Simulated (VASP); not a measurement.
Here is a VASP 6.6.1 calculation.

File INCAR:

```
SYSTEM = CoSi2
ALGO = Normal ; EDIFF = 1E-6
ENCUT = 520 ; GGA = PS
ISIF = 2 ; ISMEAR = -1
ISPIN = 2 ; LASPH = .TRUE.
LCHARG = .TRUE. ; LELF = .TRUE.
LMAXMIX = 4 ; LORBIT = 11
LREAL = .FALSE. ; LVHAR = .TRUE.
LWAVE = .FALSE. ; MAGMOM = 2 0 0
NBANDS = 20 ; NELM = 150
NUPDOWN = 2.0 ; PREC = Accurate
SIGMA = 0.05
```

File KPOINTS:

```
k-points
0
G
  7 7 7
  0 0 0
```

File POSCAR:

```
CoSi2
1.0
    0.0000000000      2.6780000000      2.6780000000
    2.6780000000      0.0000000000      2.6780000000
    2.6780000000      2.6780000000      0.0000000000
Co Si
1 2
Direct
    0.0000000000      0.0000000000      0.0000000000
    0.7500000000      0.7500000000      0.7500000000
    0.2500000000      0.2500000000      0.2500000000
```

Potentials or basis: VASP PAW PBE potentials, release 64 (Co, Si).

Run with:

```sh
$ cat potpaw_PBE.64/Co/POTCAR potpaw_PBE.64/Si/POTCAR > POTCAR
$ mpirun -np 1 vasp_std > vasp.out
```

Question: Estimate the pressure.

Answer: 9.6 GPa.

Caveat: the PAW data sets were made with another functional, which shifts forces and pressure a little; the total moment is fixed, so each spin has its own Fermi level.
